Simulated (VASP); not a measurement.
Set up this calculation in VASP 6.6.1, as the native input.

```yaml
Task: single point
Functional: r2SCAN
Potentials_or_basis: VASP PAW PBE potentials, release 64 (Mo_sv, S)
Cutoff: 520 eV
k_mesh: 10 × 10 × 2
Occupations: fermi-dirac, width 0.05 eV
Spin: no spin polarisation
Dipole_correction: no
Further_INCAR_settings: ALGO = Normal; EDIFF = 1e-06; NBANDS = 35
```

MoS2, a slab with vacuum:

```
CELL_PARAMETERS angstrom
3.18407 0.00000 0.00000
-1.59203 2.75748 0.00000
0.00000 0.00000 21.69560
ATOMIC_POSITIONS crystal
Mo 0.33333 0.66667 0.85030
Mo 0.66667 0.33333 0.14970
S 0.66667 0.33333 0.77877
S 0.33333 0.66667 0.07812
S 0.66667 0.33333 0.92188
S 0.33333 0.66667 0.22123
```

One way to write it, as run:

POSCAR

```
MoS2
1.0
    3.1840676648      0.0000000000      0.0000000000
   -1.5920338324      2.7574834851      0.0000000000
    0.0000000000      0.0000000000     21.6955955078
Mo S
2 4
Direct
    0.3333333333      0.6666666667      0.8503032775
    0.6666666667      0.3333333333      0.1496967225
    0.6666666667      0.3333333333      0.7787652417
    0.3333333333      0.6666666667      0.0781244590
    0.6666666667      0.3333333333      0.9218755410
    0.3333333333      0.6666666667      0.2212347583
```

INCAR.step1

```
ALGO = Normal
EDIFF = 1E-4
ENCUT = 520
GGA = PE
ISMEAR = -1
LASPH = T
LCHARG = F
LREAL = F
LWAVE = T
NBANDS = 35
NELM = 100
PREC = Accurate
SIGMA = 0.05
```

INCAR.step2

```
ALGO = Normal
EDIFF = 1E-6
ENCUT = 520
ISIF = 2
ISMEAR = -1
ISTART = 1
LASPH = T
LCHARG = F
LMIXTAU = T
LREAL = F
LWAVE = F
METAGGA = R2SCAN
NBANDS = 35
NELM = 100
PREC = Accurate
SIGMA = 0.05
```

KPOINTS

```
k-points
0
Gamma
  10 10 2
```

Potentials or basis: VASP PAW PBE potentials, release 64 (Mo_sv, S).

Run with:

```sh
$ cat potpaw_PBE.64/Mo_sv/POTCAR potpaw_PBE.64/S/POTCAR > POTCAR
$ cp INCAR.step1 INCAR
$ mpirun -np 1 vasp_std > vasp.out
$ cp INCAR.step2 INCAR
$ mpirun -np 1 vasp_std > vasp.out
```

Results of the run:

```json
{"Largest force": "0.006 eV/Å", "Band gap on the k mesh": "1.51 eV (least direct gap 2.01 eV)"}
```

Caveat: the PAW data sets were made with another functional, which shifts forces and pressure a little.

Wall time 11 min on 1 thread of Intel(R) Xeon(R) Platinum 8259CL CPU @ 2.50GHz (Skylake/Cascade Lake), with other jobs on the host, peak memory 0.41 GiB.
